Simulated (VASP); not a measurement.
# FeCo (Pm-3m) in VASP: notebook, part 2 of 2

VASP 6.6.1. Earlier steps stand in the parts before.

## 4. Relaxation of cell and atoms, PBE, collinear spin, ferromagnetic start

INCAR reads:

```
PREC = Accurate
ENCUT = 600
EDIFF = 1E-7
ISMEAR = 0
SIGMA = 0.1
LREAL = False
LASPH = True
NELM = 200
ALGO = Normal
ISIF = 3
LWAVE = False
LCHARG = False
ISPIN = 2
MAGMOM = 4 3
LORBIT = 11
LMAXMIX = 4
GGA = PE
IBRION = 2
NSW = 90
EDIFFG = -0.04
GGA_COMPAT = False
NELMIN = 4
```

KPOINTS reads:

```
Automatic mesh
0
Gamma
  6 6 6
```

POSCAR reads:

```
FeCo
1.0
    2.6816841900      0.0000000000      0.0000000000
    0.0000000000      2.6816841900      0.0000000000
    0.0000000000      0.0000000000      2.6816841900
Fe Co
1 1
Direct
    0.5000000000      0.5000000000      0.5000000000
    0.0000000000      0.0000000000      0.0000000000
```

Potentials or basis: VASP PAW PBE potentials, release 64 (Fe, Co).

On the command line:

```bash
cat potpaw_PBE.64/Fe/POTCAR potpaw_PBE.64/Co/POTCAR > POTCAR
mpirun -np 1 vasp_std > vasp.out
```

OUTCAR:

```text
PREC = Accurate
   ENCUT = 600
   EDIFF = 1E-7
   ISMEAR = 0
   LREAL = False
   LASPH = True
   NELM = 200
   ISIF = 3
   ISPIN = 2
   LORBIT = 11
   GGA = PE
   IBRION = 2
   NSW = 90
   EDIFFG = -0.04
   NELMIN = 4

 ion  position               nearest neighbor table
   1  0.500  0.500  0.500-   2 2.32   2 2.32   2 2.32   2 2.32   2 2.32   2 2.32   2 2.32   2 2.32

   2  0.000  0.000  0.000-   1 2.32   1 2.32   1 2.32   1 2.32   1 2.32   1 2.32   1 2.32   1 2.32

  LATTYP: Found a simple cubic cell.
 ALAT       =     2.6816841900

  Lattice vectors:

 A1 = (   2.6816841900,   0.0000000000,   0.0000000000)
 A2 = (   0.0000000000,   2.6816841900,   0.0000000000)
 A3 = (   0.0000000000,   0.0000000000,   2.6816841900)

Analysis of symmetry for initial positions (statically):
=====================================================================
 Subroutine PRICEL returns:
 Original cell was already a primitive cell.

 Routine SETGRP: Setting up the symmetry group for a
 simple cubic supercell.

 Subroutine GETGRP returns: Found 48 space group operations
 (whereof 48 operations were pure point group operations)
 out of a pool of 48 trial point group operations.

The static configuration has the point symmetry O_h .

Analysis of symmetry for dynamics (positions and initial velocities):
=====================================================================
 Subroutine PRICEL returns:
 Original cell was already a primitive cell.

 Routine SETGRP: Setting up the symmetry group for a
 simple cubic supercell.

 Subroutine GETGRP returns: Found 48 space group operations
 (whereof 48 operations were pure point group operations)
 out of a pool of 48 trial point group operations.

The dynamic configuration has the point symmetry O_h .

Analysis of structural, dynamic, and magnetic symmetry:
=====================================================================
 Subroutine PRICEL returns:
 Original cell was already a primitive cell.

 Routine SETGRP: Setting up the symmetry group for a
 simple cubic supercell.

 Subroutine GETGRP returns: Found 48 space group operations
 (whereof 48 operations were pure point group operations)
 out of a pool of 48 trial point group operations.

The overall configuration has the point symmetry O_h .

 Subroutine INISYM returns: Found 48 space group operations
 (whereof 48 operations are pure point group operations),
 and found     1 'primitive' translations

----------------------------------------------------------------------------------------

                                     Primitive cell

  volume of cell :      19.2851

  direct lattice vectors                    reciprocal lattice vectors
     2.681684190  0.000000000  0.000000000     0.372899987  0.000000000  0.000000000
     0.000000000  2.681684190  0.000000000     0.000000000  0.372899987  0.000000000
     0.000000000  0.000000000  2.681684190     0.000000000  0.000000000  0.372899987

  length of vectors
     2.681684190  2.681684190  2.681684190     0.372899987  0.372899987  0.372899987

  position of ions in fractional coordinates (direct lattice)
     0.500000000  0.500000000  0.500000000
     0.000000000  0.000000000  0.000000000

  ion indices of the primitive-cell ions
   primitive index   ion index
                 1           1
                 2           2

[... 26 lines left out ...]
 Following reciprocal coordinates:
            Coordinates               Weight
  0.000000  0.000000  0.000000      1.000000
  0.166667  0.000000  0.000000      6.000000
  0.333333  0.000000  0.000000      6.000000
  0.500000  0.000000  0.000000      3.000000
  0.166667  0.166667  0.000000     12.000000
  0.333333  0.166667  0.000000     24.000000
[... 12 lines left out ...]
  0.500000  0.500000  0.333333      6.000000
  0.500000  0.500000  0.500000      1.000000
   k-points           NKPTS =     20   k-points in BZ     NKDIM =     20   number of bands    NBANDS=     16
   number of dos      NEDOS =    301   number of ions     NIONS =      2
   total plane-waves  NPLWV =  13824
   dimension x,y,z NGX =    24 NGY =   24 NGZ =   24
   dimension x,y,z NGXF=    48 NGYF=   48 NGZF=   48
   ions per type =               1   1
   NGX,Y,Z   is equivalent  to a cutoff of  14.88, 14.88, 14.88 a.u.
   NGXF,Y,Z  is equivalent  to a cutoff of  29.76, 29.76, 29.76 a.u.
 SYSTEM =  unknown system
   PREC   = accura    normal or accurate (medium, high low for compatibility)
   ISTART =      0    job   : 0-new  1-cont  2-samecut
   ICHARG =      2    charge: 1-file 2-atom 10-const
   ISPIN  =      2    spin polarized calculation?
   LNONCOLLINEAR =      F non collinear calculations
   LSORBIT =      F    spin-orbit coupling
   LASPH  =      T    aspherical Exc in radial PAW
   ENCUT  =  600.0 eV  44.10 Ry    6.64 a.u.   5.36  5.36  5.36*2*pi/ulx,y,z
   NELM   =    200;   NELMIN=  4; NELMDL= -5     # of ELM steps
   EDIFF  = 0.1E-06   stopping-criterion for ELM
   LREAL  =      F    real-space projection
   EDIFFG = -.4E-01   stopping-criterion for IOM
   NSW    =     90    number of steps for IOM
   IBRION =      2    ionic relax: 0-MD 1-quasi-New 2-CG
   NFREE  =      1    steps in history (QN), initial steepest desc. (CG)
   ISIF   =      3    stress and relaxation
   ISYM   =      2    0-nonsym 1-usesym 2-fastsym
   POTIM  = 0.5000    time-step for ionic-motion
   TEBEG  =    0.0;   TEEND  =   0.0 temperature during run
   PSTRESS=    0.0 pullay stress
   NELECT =      17.0000    total number of electrons
   NUPDOWN=      -1.0000    fix difference up-down
   EMIN   =  10.00;   EMAX   =-10.00  energy-range for DOS
   EFERMI =   0.00;   METHOD = LEGACY
   ISMEAR =     0;   SIGMA  =   0.10  broadening in eV -4-tet -1-fermi 0-gaus
   EFERMI_NEDOS =   21; number of points for ismear=-14 and -15
   IALGO  =     38    algorithm
   IMIX   =      4    mixing-type and parameters
     AMIX     =   0.40;   BMIX     =  1.00
     AMIX_MAG =   1.60;   BMIX_MAG =  1.00
  volume/ion in A,a.u.               =       9.64        65.07
  Fermi-wavevector in a.u.,A,eV,Ry     =   1.569701  2.966304 33.524213  2.463960
  Thomas-Fermi vector in A             =   2.671544
   LORBIT       =     11    0 simple, 1 ext, 2 COOP (PROOUT), +10 PAW based schemes
   GGA     = PE    functional components
   LHFCALC =     F    Hartree Fock is set to
   AEXX    =    0.0000 exact exchange contribution
   IVDW    =     0    specifies the selected vdW correction
   LEPSILON=     F    determine dielectric tensor
   LRPA    =     F    only Hartree local field effects (RPA)
 conjugate gradient relaxation of ions
 spin polarized calculation
 Gauss-broadening in eV      SIGMA  =   0.10
  energy-cutoff  :      600.00
  volume of cell :       19.29
 maximum number of plane-waves:       656
 NGX is ok and might be reduce to    24
   NGX = 11   NGY = 11   NGZ = 11

--------------------------------------- Ionic step        1  -------------------------------------------

 number of electron      16.9999999 magnetization       4.1333726

 Free energy of the ion-electron system (eV)
  ---------------------------------------------------
  ext. energy  EPLUGINS =         0.00000000
  ---------------------------------------------------
  free energy    TOTEN  =       -14.87082016 eV

  energy without entropy =      -14.85819650  energy(sigma->0) =      -14.86450833

 E-fermi :  10.3268     XC(G=0): -14.0846

 val. band max:       10.3240294807   @ k =   0.5000   0.3333   0.0000
 cond. band min:      10.3520920720   @ k =   0.3333   0.0000   0.0000
 fundamental gap:      0.0280625913
 Fermi energy:        10.3267808312

 spin component 1

 k-point     1 :       0.0000    0.0000    0.0000
  band No.  band energies     occupation
      1       0.2826      1.00000
      2       3.9873      1.00000
      3       3.9873      1.00000
      4       7.0003      1.00000
      5       7.0003      1.00000
      6       7.0003      1.00000
[... 859 lines left out ...]
--------------------------------------- Ionic step        4  -------------------------------------------

 number of electron      16.9999997 magnetization       4.7068326

 Free energy of the ion-electron system (eV)
  ---------------------------------------------------
  ext. energy  EPLUGINS =         0.00000000
  ---------------------------------------------------
  free energy    TOTEN  =       -15.38750711 eV

  energy without entropy =      -15.38082883  energy(sigma->0) =      -15.38416797

 E-fermi :   7.9504     XC(G=0): -13.0139

 val. band max:        7.9349561227   @ k =   0.5000   0.1667   0.1667
 cond. band min:       7.9825117139   @ k =   0.3333   0.1667   0.0000
 fundamental gap:      0.0475555912
 Fermi energy:         7.9503573256

 spin component 1

 k-point     1 :       0.0000    0.0000    0.0000
  band No.  band energies     occupation
      1      -1.0033      1.00000
      2       2.5914      1.00000
      3       2.5914      1.00000
      4       4.8625      1.00000
      5       4.8625      1.00000
      6       4.8625      1.00000
[... 781 lines left out ...]
  FREE ENERGIE OF THE ION-ELECTRON SYSTEM (eV)
  ---------------------------------------------------
  free  energy   TOTEN  =       -15.3875071065 eV

  energy  without entropy=      -15.3808288287  energy(sigma->0) =      -15.38416797

 reached required accuracy - stopping structural energy minimisation

 total charge

# of ion       s       p       d       tot
------------------------------------------
    1        0.473   0.531   6.129   7.133
    2        0.484   0.512   7.227   8.223
--------------------------------------------------
tot          0.957   1.043  13.356  15.355

 magnetization (x)

# of ion       s       p       d       tot
------------------------------------------
    1        0.005  -0.021   2.886   2.869
    2       -0.006  -0.033   1.870   1.831
--------------------------------------------------
tot         -0.001  -0.054   4.756   4.701
```

CONTCAR:

```text
FeCo
   1.00000000000000
     2.8509175767924821   -0.0000000000000000    0.0000000000000000
     0.0000000000000000    2.8509175767924821    0.0000000000000000
     0.0000000000000000   -0.0000000000000000    2.8509175767924821
  Fe              Co
     1     1
Direct
     0.5000000000000000    0.5000000000000000    0.5000000000000000
     0.0000000000000000    0.0000000000000000    0.0000000000000000

  0.00000000E+00  0.00000000E+00  0.00000000E+00
  0.00000000E+00  0.00000000E+00  0.00000000E+00
```

It took 36 s on 1 thread of Intel Xeon 6975P-C (Granite Rapids), shared host; peak memory 0.16 GiB.

Results:

| Property | Result |
| --- | --- |
| Free energy | -15.3875 eV |
| Relaxed volume | 11.59 Å³/atom |
| Relaxed cell | a = 2.851 Å, b = 2.851 Å, c = 2.851 Å, α = 90.00°, β = 90.00°, γ = 90.00° |
| Space group after relaxing (to 0.1 Å) | Pm-3m (No. 221) |
| Energy gained by relaxing | 258.3 meV/atom |
| Ionic steps | 4 |
| Pressure after relaxing | -0.4 GPa |
| Net moment | 4.71 μB per cell |
| Site moments | Fe +2.87; Co +1.83 μB |
| Valence electrons inside the program's atomic spheres | Fe 7.13; Co 8.22 |

The path:
| step | energy change (eV) | largest force (eV/Å) | pressure (GPa) | volume (Å³) |
| --- | --- | --- | --- | --- |
| 1 | 0.0000 | 0.0000 | 48.65 | 19.29 |
| 2 | 0.0033 | 0.0000 | -25.10 | 28.67 |
| 3 | -0.5155 | 0.0000 | -1.76 | 23.35 |
| 4 | -0.5167 | 0.0000 | -0.37 | 23.17 |

Final structure:
```yaml
crystal:
  lattice:
    - [2.85092, 0.00000, 0.00000]
    - [0.00000, 2.85092, 0.00000]
    - [0.00000, 0.00000, 2.85092]
  atoms:
    - { symbol: Fe, position: [0.50000, 0.50000, 0.50000] }
    - { symbol: Co, position: [0.00000, 0.00000, 0.00000] }
```

Caveat: the k points lie up to 0.37 Å⁻¹ apart in the final cell; the volume moved by over 15 % at a fixed basis, so the end points are rough.

## 5. Single point, PBE, collinear spin, ferromagnetic start

This run uses another cell than the first one, of 11.51 Å³/atom.

INCAR reads:

```
PREC = Accurate
ENCUT = 600
EDIFF = 1E-6
ISMEAR = 0
SIGMA = 0.1
LREAL = F
LASPH = T
NELM = 200
ALGO = Normal
ISIF = 2
LWAVE = F
LCHARG = F
ISPIN = 2
MAGMOM = 3.18 2.08
LORBIT = 11
LMAXMIX = 4
GGA = PE
NBANDS = 20
GGA_COMPAT = F
```

KPOINTS reads:

```
Automatic mesh
0
Gamma
  20 20 20
```

POSCAR reads:

```
FeCo
1.0
    2.8448400282      0.0000000000      0.0000000000
    0.0000000000      2.8448400282      0.0000000000
    0.0000000000      0.0000000000      2.8448400282
Fe Co
1 1
Direct
    0.5000000000      0.5000000000      0.5000000000
    0.0000000000      0.0000000000      0.0000000000
```

On the command line:

```bash
cat potpaw_PBE.64/Fe/POTCAR potpaw_PBE.64/Co/POTCAR > POTCAR
mpirun -np 1 vasp_std > vasp.out
```

It took 79 s on 1 thread of Intel Xeon 6975P-C (Granite Rapids), shared host; peak memory 0.36 GiB.

It converged, with:

```yaml
Free_energy: -15.4057 eV
Pressure: -0.5 GPa
Net_moment: 4.51 μB per cell
Site_moments: Fe +2.77; Co +1.76 μB
Valence_electrons_inside_the_program's_atomic_spheres: Fe 7.15; Co 8.23
```

Levels at points of the mesh, in eV from the Fermi level:
Spin up:
```
           k point  band 7  band 8  band 9  band 10  band 11  band 12  band 13  band 14  band 15  band 16
(0.00, 0.00, 0.00)   -2.03   -2.03   -0.93    -0.93    -0.93     9.08     9.08     9.08    14.66    14.66
(0.50, 0.00, 0.00)   -2.60   -2.60   -2.10    -1.98    -0.92    -0.64    15.94    15.94    16.12    16.12
(0.50, 0.50, 0.00)   -1.89   -1.77   -0.68    -0.68    -0.16    -0.16     6.05     6.24    17.69    17.69
(0.50, 0.50, 0.50)   -1.92   -1.92   -1.74    -1.74     7.60     7.60     7.60     7.68     7.68     7.68
```
Spin down:
| k point | band 2 | band 3 | band 4 | band 5 | band 6 | band 7 | band 8 | band 9 | band 10 | band 11 |
| --- | --- | --- | --- | --- | --- | --- | --- | --- | --- | --- |
| (0.00, 0.00, 0.00) | -3.52 | -3.52 | -1.20 | -1.20 | -1.20 | 0.78 | 0.78 | 1.48 | 1.48 | 1.48 |
| (0.50, 0.00, 0.00) | -4.62 | -1.67 | -1.17 | -1.16 | -1.16 | -0.41 | -0.32 | -0.32 | 0.64 | 1.18 |
| (0.50, 0.50, 0.00) | -4.17 | -2.32 | -2.32 | -0.08 | -0.08 | 0.49 | 0.57 | 0.76 | 1.44 | 1.70 |
| (0.50, 0.50, 0.50) | -2.65 | -2.65 | -2.25 | -2.25 | -2.25 | 0.60 | 0.60 | 1.49 | 1.49 | 8.36 |

## 6. Overview

```tsv
task	cell	k mesh	gap on the mesh (eV)	pressure (GPa)	moment (μB)
single point	a = 2.682 Å, 2 atoms	6 × 6 × 6	none	48.6	4.13
single point	a = 2.850 Å, 2 atoms	6 × 6 × 6	none	-0.3	4.71
relaxation of cell and atoms	relaxed from a = 2.682 Å, 2 atoms	6 × 6 × 6	none	-0.4	4.71
single point	a = 2.845 Å, 2 atoms	20 × 20 × 20	none	-0.5	4.51
```

Alike in all rows: level PBE; potentials or basis VASP PAW PBE potentials, release 64 (Fe, Co); spin collinear, ferromagnetic start; cutoff (eV) 600; smearing gaussian 0.1 eV.

Caveats: some runs use coarse meshes; the volume moved by over 15 % at a fixed basis, so the end points are rough (at least some runs).

Absolute energies hang on the potentials; compare differences alone.
